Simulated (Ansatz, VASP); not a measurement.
# LiF in VASP and in Ansatz

```
CELL_PARAMETERS angstrom
3.06094 0.00000 0.00000
-1.53047 2.65085 0.00000
0.00000 0.00000 4.99962
ATOMIC_POSITIONS crystal
Li 0.33333 0.66667 0.38115
Li 0.66667 0.33333 0.88115
F 0.33333 0.66667 0.99384
F 0.66667 0.33333 0.49384
```

Change from the starting cell: strain +0.000 along x and y, +0.040 along z, atoms carried along.

Alike in both runs: task single point; functional PBEsol; k mesh 9 × 9 × 6; occupations gaussian, width 0.05 eV; no spin polarisation.

|  | VASP | Ansatz |
| --- | --- | --- |
| version | VASP 6.6.1 | Ansatz 0.2.0 |
| potentials or method | VASP PAW PBE potentials, release 64 (Li_sv, F), cutoff 520 eV | scalar-relativistic, plane waves, PAW |
| valence electrons in the cell | 20 | 20 |

```csv
,VASP,Ansatz,Ansatz less VASP
gap on the k mesh at the Fermi level (eV),7.57,7.58,+0.012
least direct gap on the mesh (eV),7.57,7.58,+0.012
rms of the force components (eV/Å),0.073,0.068,-0.0048
```

VASP's potentials were made for PBE, not for PBEsol. Atom by atom the forces differ by 0.005 eV/Å (rms over components). The functional is the same, so the differences come from potentials, cutoffs and numerics.

Noted on VASP's run: the cutoff is short for stress, so the pressure is rough.
